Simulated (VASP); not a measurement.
# I (P6/mmm) in VASP: further runs

The runs below take I through single point, with r2SCAN.

Program: VASP 6.6.1. These are calculated values, not measurements. Logs are shortened: lines on timing, memory, paths and dates and some standing lists are left out, and cuts for length are marked.

## Step 1: The cell of the first run

It takes space group P6/mmm (No. 191, hexagonal). The conventional cell has a = 3.832 Å, b = 3.832 Å, c = 3.581 Å, α = 90.00°, β = 90.00°, γ = 120.00°. Within 4.7 Å of I (site symmetry 6/mmm) lie 8 I at 3.58 to 3.83 Å.

## Step 2: Single point, r2SCAN

The input, POSCAR:

```
I
1.0
    3.8321885750      0.0000000000      0.0000000000
   -1.9160942875      3.3187726580      0.0000000000
    0.0000000000      0.0000000000      3.5807011997
I
1
Direct
    0.0000000000      0.0000000000      0.0000000000
```

The input, INCAR.step1:

```
SYSTEM = I
ALGO     = Normal         ! electronic algorithm
EDIFF    = 1E-4           ! SCF threshold, eV
ENCUT    = 520            ! plane-wave cutoff, eV
GGA      = PE             ! functional
ISMEAR   = 0              ! smearing method
LASPH    = .True.         ! aspherical terms in the spheres
LCHARG   = .False.        ! write CHGCAR
LREAL    = .False.        ! projectors in reciprocal space
LWAVE    = .True.         ! write WAVECAR
NBANDS   = 10             ! bands
NELM     = 100            ! most SCF steps
PREC     = Accurate       ! precision mode
SIGMA    = 0.1            ! smearing width, eV
```

The input, INCAR.step2:

```
SYSTEM = I
ALGO     = Normal         ! electronic algorithm
EDIFF    = 1E-6           ! SCF threshold, eV
ENCUT    = 520            ! plane-wave cutoff, eV
ISIF     = 2              ! what is computed and relaxed
ISMEAR   = 0              ! smearing method
ISTART   = 1            
LASPH    = .True.         ! aspherical terms in the spheres
LCHARG   = .False.        ! write CHGCAR
LMIXTAU  = .True.       
LREAL    = .False.        ! projectors in reciprocal space
LWAVE    = .False.        ! write WAVECAR
METAGGA  = R2SCAN         ! meta-GGA
NBANDS   = 10             ! bands
NELM     = 100            ! most SCF steps
PREC     = Accurate       ! precision mode
SIGMA    = 0.1            ! smearing width, eV
```

The input, KPOINTS:

```
k-points
0
Gamma
  6 6 6
  0 0 0
```

Potentials or basis: VASP PAW PBE potentials, release 64 (I).

Launch:

```console
$ cat potpaw_PBE.64/I/POTCAR > POTCAR
$ cp INCAR.step1 INCAR
$ mpirun -np 1 vasp_std > vasp.out
$ cp INCAR.step2 INCAR
$ mpirun -np 1 vasp_std > vasp.out
```

OUTCAR:

```text
SYSTEM = I
   EDIFF = 1E-6
   ENCUT = 520
   ISIF = 2
   ISMEAR = 0
   ISTART = 1
   LASPH = .True.
   LREAL = .False.
   METAGGA = R2SCAN
   NELM = 100
   PREC = Accurate

 ion  position               nearest neighbor table
   1  0.000  0.000  0.000-

  LATTYP: Found a hexagonal cell.
 ALAT       =     3.8321885750
 C/A-ratio  =     0.9343750000

  Lattice vectors:

 A1 = (   3.8321885750,   0.0000000000,   0.0000000000)
 A2 = (  -1.9160942875,   3.3187726580,   0.0000000000)
 A3 = (   0.0000000000,   0.0000000000,   3.5807011997)

Analysis of symmetry for initial positions (statically):
=====================================================================
 Subroutine PRICEL returns:
 Original cell was already a primitive cell.

 Routine SETGRP: Setting up the symmetry group for a
 hexagonal supercell.

 Subroutine GETGRP returns: Found 24 space group operations
 (whereof 24 operations were pure point group operations)
 out of a pool of 24 trial point group operations.

The static configuration has the point symmetry D_6h.

Analysis of symmetry for dynamics (positions and initial velocities):
=====================================================================
 Subroutine PRICEL returns:
 Original cell was already a primitive cell.

 Routine SETGRP: Setting up the symmetry group for a
 hexagonal supercell.

 Subroutine GETGRP returns: Found 24 space group operations
 (whereof 24 operations were pure point group operations)
 out of a pool of 24 trial point group operations.

The dynamic configuration has the point symmetry D_6h.

 Subroutine INISYM returns: Found 24 space group operations
 (whereof 24 operations are pure point group operations),
 and found     1 'primitive' translations

----------------------------------------------------------------------------------------

                                     Primitive cell

  volume of cell :      45.5399

  direct lattice vectors                    reciprocal lattice vectors
     3.832188575  0.000000000  0.000000000     0.260947493  0.150658105  0.000000000
    -1.916094287  3.318772658  0.000000000     0.000000000  0.301316210  0.000000000
     0.000000000  0.000000000  3.580701200     0.000000000  0.000000000  0.279274909

  length of vectors
     3.832188575  3.832188575  3.580701200     0.301316210  0.301316210  0.279274909

  position of ions in fractional coordinates (direct lattice)
     0.000000000  0.000000000  0.000000000

  ion indices of the primitive-cell ions
   primitive index   ion index
                 1           1

----------------------------------------------------------------------------------------

 KPOINTS: k-points

Automatic generation of k-mesh.
 Grid dimensions read from file:
 generate k-points for:    6    6    6

 Generating k-lattice:

  Cartesian coordinates                     Fractional coordinates (reciprocal lattice)
     0.043491249  0.025109684  0.000000000     0.166666667  0.000000000  0.000000000
     0.000000000  0.050219368  0.000000000     0.000000000  0.166666667  0.000000000
     0.000000000  0.000000000  0.046545818     0.000000000  0.000000000  0.166666667

  Length of vectors
     0.050219368  0.050219368  0.046545818

  Shift w.r.t. Gamma in fractional coordinates (k-lattice)
     0.000000000  0.000000000  0.000000000

 Subroutine IBZKPT returns following result:
 ===========================================

 Found     28 irreducible k-points:

 Following reciprocal coordinates:
            Coordinates               Weight
  0.000000  0.000000  0.000000      1.000000
  0.166667  0.000000  0.000000      6.000000
  0.333333 -0.000000  0.000000      6.000000
  0.500000  0.000000  0.000000      3.000000
  0.166667  0.166667  0.000000      6.000000
  0.333333  0.166667  0.000000     12.000000
[... 16 lines left out ...]
  0.166667  0.000000  0.500000      6.000000
  0.333333 -0.000000  0.500000      6.000000
 [... further k-points ...]
   k-points           NKPTS =     28   k-points in BZ     NKDIM =     28   number of bands    NBANDS=     10
   number of dos      NEDOS =    301   number of ions     NIONS =      1
   total plane-waves  NPLWV =  25200
   dimension x,y,z NGX =    30 NGY =   30 NGZ =   28
   dimension x,y,z NGXF=    60 NGYF=   60 NGZF=   56
   ions per type =               1
   NGX,Y,Z   is equivalent  to a cutoff of  13.01, 13.01, 13.00 a.u.
   NGXF,Y,Z  is equivalent  to a cutoff of  26.03, 26.03, 26.00 a.u.
 SYSTEM =  I
   PREC   = accura    normal or accurate (medium, high low for compatibility)
   ISTART =      1    job   : 0-new  1-cont  2-samecut
   ICHARG =      0    charge: 1-file 2-atom 10-const
   ISPIN  =      1    spin polarized calculation?
   LNONCOLLINEAR =      F non collinear calculations
   LSORBIT =      F    spin-orbit coupling
   LASPH  =      T    aspherical Exc in radial PAW
   ENCUT  =  520.0 eV  38.22 Ry    6.18 a.u.   7.13  7.13  6.66*2*pi/ulx,y,z
   NELM   =    100;   NELMIN=  2; NELMDL=  0     # of ELM steps
   EDIFF  = 0.1E-05   stopping-criterion for ELM
   LREAL  =      F    real-space projection
   EDIFFG = 0.1E-04   stopping-criterion for IOM
   NSW    =      0    number of steps for IOM
   IBRION =     -1    ionic relax: 0-MD 1-quasi-New 2-CG
   NFREE  =      0    steps in history (QN), initial steepest desc. (CG)
   ISIF   =      2    stress and relaxation
   ISYM   =      2    0-nonsym 1-usesym 2-fastsym
   POTIM  = 0.5000    time-step for ionic-motion
   TEBEG  =    0.0;   TEEND  =   0.0 temperature during run
   PSTRESS=    0.0 pullay stress
   NELECT =       7.0000    total number of electrons
   NUPDOWN=      -1.0000    fix difference up-down
   EMIN   =  10.00;   EMAX   =-10.00  energy-range for DOS
   EFERMI =   0.00;   METHOD = LEGACY
   ISMEAR =     0;   SIGMA  =   0.10  broadening in eV -4-tet -1-fermi 0-gaus
   EFERMI_NEDOS =   21; number of points for ismear=-14 and -15
   IALGO  =     38    algorithm
   IMIX   =      4    mixing-type and parameters
     AMIX     =   0.40;   BMIX     =  1.00
     AMIX_MAG =   1.60;   BMIX_MAG =  1.00
  volume/ion in A,a.u.               =      45.54       307.32
  Fermi-wavevector in a.u.,A,eV,Ry     =   0.876954  1.657202 10.463532  0.769048
  Thomas-Fermi vector in A             =   1.996835
   LORBIT       =      0    0 simple, 1 ext, 2 COOP (PROOUT), +10 PAW based schemes
   METAGGA = R2SCAN    functional components
   LHFCALC =     F    Hartree Fock is set to
   AEXX    =    0.0000 exact exchange contribution
   IVDW    =     0    specifies the selected vdW correction
   LEPSILON=     F    determine dielectric tensor
   LRPA    =     F    only Hartree local field effects (RPA)
 non-spin polarized calculation
 Gauss-broadening in eV      SIGMA  =   0.10
  energy-cutoff  :      520.00
  volume of cell :       45.54
 maximum number of plane-waves:      1245
 NGX is ok and might be reduce to    30
   NGX = 15   NGY = 15   NGZ = 13

 number of electron       7.0000000 magnetization

 Free energy of the ion-electron system (eV)
  ---------------------------------------------------
  ext. energy  EPLUGINS =         0.00000000
  ---------------------------------------------------
  free energy    TOTEN  =       -24.07470363 eV

  energy without entropy =      -24.06719833  energy(sigma->0) =      -24.07095098

 E-fermi :   1.4695     XC(G=0):  -8.2409

 val. band max:        1.4330867017   @ k =   0.3333   0.3333   0.1667
 cond. band min:       1.4984017944   @ k =   0.5000   0.0000   0.5000
 fundamental gap:      0.0653150927
 Fermi energy:         1.4695021583

 k-point     1 :       0.0000    0.0000    0.0000
  band No.  band energies     occupation
      1     -11.3499      2.00000
      2       1.8321      0.00000
      3       1.8322      0.00000
      4       1.8535      0.00000
      5       7.9762      0.00000
      6       9.4032      0.00000
      7      11.6739      0.00000
      8      11.6739      0.00000
      9      14.3288      0.00000
     10      18.1255      0.00000

 k-point     2 :       0.1667    0.0000    0.0000
  band No.  band energies     occupation
      1     -11.1784      2.00000
      2       0.6368      2.00000
      3       1.5707      0.15229
      4       1.9977      0.00000
      5       8.7103      0.00000
      6       9.8100      0.00000
      7      11.0154      0.00000
      8      12.6290      0.00000
      9      15.8444      0.00000
     10      16.8467      0.00000

 k-point     3 :       0.3333   -0.0000    0.0000
  band No.  band energies     occupation
      1     -10.7926      2.00000
      2      -1.1353      2.00000
      3       1.1159      2.00000
      4       2.3115      0.00000
      5       8.5031      0.00000
      6      10.0397      0.00000
      7      13.0229      0.00000
      8      13.8947      0.00000
      9      15.1068      0.00000
     10      16.7295      0.00000

 k-point     4 :       0.5000    0.0000    0.0000
  band No.  band energies     occupation
      1     -10.5714      2.00000
      2      -1.8935      2.00000
      3       0.9141      2.00000
      4       2.4841      0.00000
      5       8.1084      0.00000
      6      10.8253      0.00000
      7      12.9477      0.00000
      8      13.1531      0.00000
      9      16.9050      0.00000
     10      17.9781      0.00000

 k-point     5 :       0.1667    0.1667    0.0000
  band No.  band energies     occupation
      1     -10.8962      2.00000
      2      -0.5483      2.00000
      3       0.9001      2.00000
      4       2.2291      0.00000
      5       9.5611      0.00000
      6      10.1119      0.00000
      7      11.0266      0.00000
      8      14.4989      0.00000
      9      14.7216      0.00000
     10      16.5860      0.00000

 k-point     6 :       0.3333    0.1667    0.0000
  band No.  band energies     occupation
      1     -10.5760      2.00000
      2      -1.5216      2.00000
      3       0.2055      2.00000
      4       2.4822      0.00000
      5       9.6116      0.00000
      6      10.7234      0.00000
      7      12.6910      0.00000
      8      13.5335      0.00000
      9      15.2563      0.00000
     10      15.6222      0.00000
[... 183 lines left out ...]
 k-point    21 :       0.3333    0.3333    0.3333
  band No.  band energies     occupation
      1      -9.9851      2.00000
      2      -0.4881      2.00000
      3      -0.4881      2.00000
      4      -0.2816      2.00000
      5       8.7174      0.00000
      6       8.7174      0.00000
      7      13.4702      0.00000
      8      13.4702      0.00000
      9      16.4317      0.00000
     10      17.5324      0.00000

 k-point    22 :       0.0000    0.0000    0.5000
  band No.  band energies     occupation
      1     -10.6505      2.00000
      2      -2.0833      2.00000
      3       2.3540      0.00000
      4       2.3540      0.00000
      5      10.4823      0.00000
      6      11.9580      0.00000
      7      12.8958      0.00000
      8      12.8958      0.00000
      9      13.4870      0.00000
     10      13.4870      0.00000

 k-point    23 :       0.1667    0.0000    0.5000
  band No.  band energies     occupation
      1     -10.4847      2.00000
      2      -1.8820      2.00000
      3       1.2928      1.98756
      4       2.1137      0.00000
      5       9.8536      0.00000
      6      11.1398      0.00000
      7      12.5757      0.00000
      8      12.8358      0.00000
      9      13.8230      0.00000
     10      14.3664      0.00000

 k-point    24 :       0.3333   -0.0000    0.5000
  band No.  band energies     occupation
      1     -10.1133      2.00000
      2      -1.4189      2.00000
      3      -0.3696      2.00000
      4       1.6891      0.00190
      5       7.7084      0.00000
      6      10.1297      0.00000
      7      12.0204      0.00000
      8      13.2775      0.00000
      9      15.7001      0.00000
     10      16.2554      0.00000

 [... further k-points ...]
[... 5 lines left out ...]
  --------------------------------------------------------------------------------------
  -------------------------------------------------------------------------------------
  Total       -0.6828472     -0.6828472     -1.0590312      0.0000000     -0.0000000      0.0000000
  in kB      -24.0237975    -24.0237975    -37.2586304      0.0000000     -0.0000000      0.0000000
  external PRESSURE =     -28.4354085 kB  Pullay stress =       0.0000000 kB

 VOLUME and BASIS-vectors are now :
 -----------------------------------------------------------------------------
  energy-cutoff  :      520.00
  volume of cell :       45.54
      direct lattice vectors                 reciprocal lattice vectors
     3.832188575  0.000000000  0.000000000     0.260947493  0.150658105  0.000000000
    -1.916094287  3.318772658  0.000000000     0.000000000  0.301316210  0.000000000
     0.000000000  0.000000000  3.580701200     0.000000000  0.000000000  0.279274909

 POSITION                                       TOTAL-FORCE (eV/Angst)
 -----------------------------------------------------------------------------------
      0.00000      0.00000      0.00000        -0.000000      0.000000      0.000000
 -----------------------------------------------------------------------------------
    total drift:                               -0.000000      0.000000      0.000000

  FREE ENERGIE OF THE ION-ELECTRON SYSTEM (eV)
  ---------------------------------------------------
  free  energy   TOTEN  =       -24.0747036332 eV

  energy  without entropy=      -24.0671983263  energy(sigma->0) =      -24.07095098
```

Wall time 26 s (1 thread of Intel Xeon 6975P-C (Granite Rapids), shared host); peak memory 0.17 GiB.

Results:

```yaml
Free_energy: -24.0747 eV
Pressure: -2.8 GPa
Band_gap_on_the_k_mesh: zero (an odd number of electrons rules out a gap without spin polarisation)
```

Levels at points of the mesh, in eV from the Fermi level:
```csv
k point,band 1,band 2,band 3,band 4,band 5,band 6
"(0.00, 0.00, 0.00)",-12.82,0.36,0.36,0.38,6.51,7.93
"(0.50, 0.00, 0.00)",-12.04,-3.36,-0.56,1.01,6.64,9.36
"(0.00, 0.00, 0.50)",-12.12,-3.55,0.88,0.88,9.01,10.49
"(0.50, 0.00, 0.50)",-11.37,-2.61,-2.56,0.03,5.37,8.24
```

Caveat: the PAW data sets were made with another functional, which shifts forces and pressure a little; spin-orbit coupling is left out, which moves the levels of the heavy elements; an odd number of electrons without spin polarisation forces a metal; a magnetic or distorted state may lie lower.

## Step 3: Single point, r2SCAN

This run uses another cell than the first one, of 46.25 Å³/atom.

The input, POSCAR:

```
I
1.0
    4.2699530326      0.0000000000      0.0000000000
   -2.1349765163      3.6978877992      0.0000000000
    0.0000000000      0.0000000000      2.9292167011
I
1
Direct
    0.0000000000      0.0000000000      0.0000000000
```

The input, INCAR.step1:

```
ALGO = Normal ; EDIFF = 1E-4
ENCUT = 520 ; GGA = PE
ISMEAR = 0 ; LASPH = True
LCHARG = False ; LREAL = False
LWAVE = True ; NBANDS = 10
NELM = 100 ; PREC = Accurate
SIGMA = 0.1
```

The input, INCAR.step2:

```
ALGO = Normal ; EDIFF = 1E-7
ENCUT = 520 ; ISIF = 2
ISMEAR = 0 ; ISTART = 1
LASPH = True ; LCHARG = True
LELF = True ; LMIXTAU = True
LREAL = False ; LVHAR = True
LWAVE = False ; METAGGA = R2SCAN
NBANDS = 10 ; NELM = 100
PREC = Accurate ; SIGMA = 0.1
```

The input, KPOINTS:

```
k-points
0
Gamma
  18 18 16
```

Potentials or basis: VASP PAW PBE potentials, release 64 (I).

Launch:

```console
$ cat potpaw_PBE.64/I/POTCAR > POTCAR
$ cp INCAR.step1 INCAR
$ mpirun -np 1 vasp_std > vasp.out
$ cp INCAR.step2 INCAR
$ mpirun -np 1 vasp_std > vasp.out
```

OUTCAR:

```text
EDIFF = 1E-7
   ENCUT = 520
   ISIF = 2
   ISMEAR = 0
   ISTART = 1
   LASPH = True
   LREAL = False
   METAGGA = R2SCAN
   NELM = 100
   PREC = Accurate

 ion  position               nearest neighbor table
   1  0.000  0.000  0.000-

  LATTYP: Found a hexagonal cell.
 ALAT       =     4.2699530326
 C/A-ratio  =     0.6860067731

  Lattice vectors:

 A1 = (   4.2699530326,   0.0000000000,   0.0000000000)
 A2 = (  -2.1349765163,   3.6978877992,   0.0000000000)
 A3 = (   0.0000000000,   0.0000000000,   2.9292167011)
[... 483 lines left out ...]
      2      -1.8342      2.00000
      3      -0.5654      2.00000
      4       5.5435      0.00000
      5       7.7163      0.00000
      6      11.6721      0.00000
      7      12.5736      0.00000
      8      15.0694      0.00000
      9      15.9731      0.00000
     10      18.0782      0.00000

 [... further k-points ...]
[... 5 lines left out ...]
  --------------------------------------------------------------------------------------
  -------------------------------------------------------------------------------------
  Total       -0.0032027     -0.0032027     -0.0267197      0.0000000     -0.0000000      0.0000000
  in kB       -0.1109413     -0.1109413     -0.9255795      0.0000000     -0.0000000      0.0000000
  external PRESSURE =      -0.3824874 kB  Pullay stress =       0.0000000 kB

 VOLUME and BASIS-vectors are now :
 -----------------------------------------------------------------------------
  energy-cutoff  :      520.00
  volume of cell :       46.25
      direct lattice vectors                 reciprocal lattice vectors
     4.269953033  0.000000000  0.000000000     0.234194613  0.135212323  0.000000000
    -2.134976516  3.697887799  0.000000000     0.000000000  0.270424646  0.000000000
     0.000000000  0.000000000  2.929216701     0.000000000  0.000000000  0.341388194

 POSITION                                       TOTAL-FORCE (eV/Angst)
 -----------------------------------------------------------------------------------
      0.00000      0.00000      0.00000        -0.000000      0.000000      0.000000
 -----------------------------------------------------------------------------------
    total drift:                                0.000000      0.000000      0.000000

  FREE ENERGIE OF THE ION-ELECTRON SYSTEM (eV)
  ---------------------------------------------------
  free  energy   TOTEN  =       -24.4308017683 eV

  energy  without entropy=      -24.4242206102  energy(sigma->0) =      -24.42751119
```

Run time: 3 min. Hardware: 1 thread of Intel Xeon 6975P-C (Granite Rapids), shared host; peak memory 0.28 GiB.

What came out:

```yaml
Free_energy: -24.4308 eV
Pressure: 0.0 GPa
Band_gap_on_the_k_mesh: zero (an odd number of electrons rules out a gap without spin polarisation)
```

Stress tensor (GPa, compression positive):
```
-0.01  0.00  0.00
 0.00 -0.01  0.00
 0.00  0.00 -0.09
```

Caveat: the PAW data sets were made with another functional, which shifts forces and pressure a little; spin-orbit coupling is left out, which moves the levels of the heavy elements; an odd number of electrons without spin polarisation forces a metal; a magnetic or distorted state may lie lower.
